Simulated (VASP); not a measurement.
WS3:

```
CELL_PARAMETERS angstrom
4.46216 0.00000 0.00000
0.00000 4.46216 0.00000
0.00000 0.00000 2.93539
ATOMIC_POSITIONS crystal
W 0.00000 0.00000 0.00000
S 0.00000 0.50000 0.50000
S 0.50000 0.00000 0.50000
S 0.50000 0.50000 0.00000
```

```yaml
Program: VASP 6.6.1
Task: relaxation of cell and atoms
Functional: PBE
Potentials_or_basis: VASP PAW PBE potentials, release 64 (W_sv, S)
Cutoff: 500 eV
k_mesh: 10 × 10 × 16
Occupations: gaussian, width 0.1 eV
Spin: no spin polarisation
```

At the start: pressure -0.1 GPa; volume 14.61 Å³/atom.

Question: Where does the relaxation end?

Answer: Over 6 steps the energy falls by 4.0 meV/atom and the volume is 14.59 Å³/atom (-0.2 %); space group P4/mmm (No. 123, to 0.1 Å) before and after.

The path:
```tsv
step	energy change (eV)	largest force (eV/Å)	pressure (GPa)	volume (Å³)
1	0.0000	0.0000	-0.06	58.45
2	-0.0159	0.0000	-0.11	58.39
3	-0.0160	0.0000	-0.11	58.39
4	-0.0160	0.0000	-0.11	58.40
5	-0.0160	0.0000	0.09	58.31
6	-0.0160	0.0000	0.00	58.35
```

Final structure:
```
W S
1.0
     4.42566    0.00000    0.00000
     0.00000    4.42566    0.00000
     0.00000    0.00000    2.97908
W S
1 3
Cartesian
  0.0000 0.0000 0.0000
  0.0000 2.2128 1.4895
  2.2128 0.0000 1.4895
  2.2128 2.2128 0.0000
```
